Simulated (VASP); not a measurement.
Rh:

```
Rh
1.0
     2.47571    0.00000    0.00000
     0.00000    2.47571    0.00000
     0.00000    0.00000    2.47571
Rh
1
Cartesian
  0.0000 0.0000 0.0000
```

* Program: VASP 6.6.1
* Task: relaxation of cell and atoms
* Functional: PBE
* Potentials or basis: VASP PAW PBE potentials, release 64 (Rh_pv)
* Cutoff: 600 eV
* k mesh: 15 × 15 × 15
* Occupations: fermi-dirac, width 0.1 eV
* Spin: no spin polarisation

At the start: pressure 16.1 GPa; volume 15.17 Å³/atom.

Q: Where does the relaxation end?

A: Over 18 steps the energy falls by 53.7 meV/atom and the volume is 16.33 Å³/atom (+7.6 %); space group Pm-3m (No. 221, to 0.05 Å).

The path:
```tsv
step	energy change (eV)	largest force (eV/Å)	pressure (GPa)	volume (Å³)
1	0.0000	0.0000	16.11	15.17
2	0.1021	0.0000	-17.59	18.78
3	-0.0536	0.0000	-0.60	16.38
4	-0.0537	0.0000	-0.07	16.33
5	-0.0537	0.0000	0.20	16.31
6	-0.0537	0.0000	0.19	16.31
7	-0.0537	0.0000	0.17	16.31
8	-0.0537	0.0000	0.17	16.31
9	-0.0537	0.0000	0.17	16.31
10	-0.0537	0.0000	0.17	16.31
11	-0.0537	0.0000	0.17	16.31
12	-0.0537	0.0000	0.17	16.31
13	-0.0537	0.0000	0.16	16.31
14	-0.0537	0.0000	0.14	16.31
15	-0.0537	0.0000	0.11	16.32
16	-0.0537	0.0000	0.05	16.32
17	-0.0537	0.0000	-0.07	16.33
18	-0.0537	0.0000	0.00	16.33
```

Final structure:
```
Rh
1.0
     2.53692    0.00000    0.00000
     0.00000    2.53692    0.00000
     0.00000    0.00000    2.53692
Rh
1
Cartesian
  0.0000 0.0000 0.0000
```
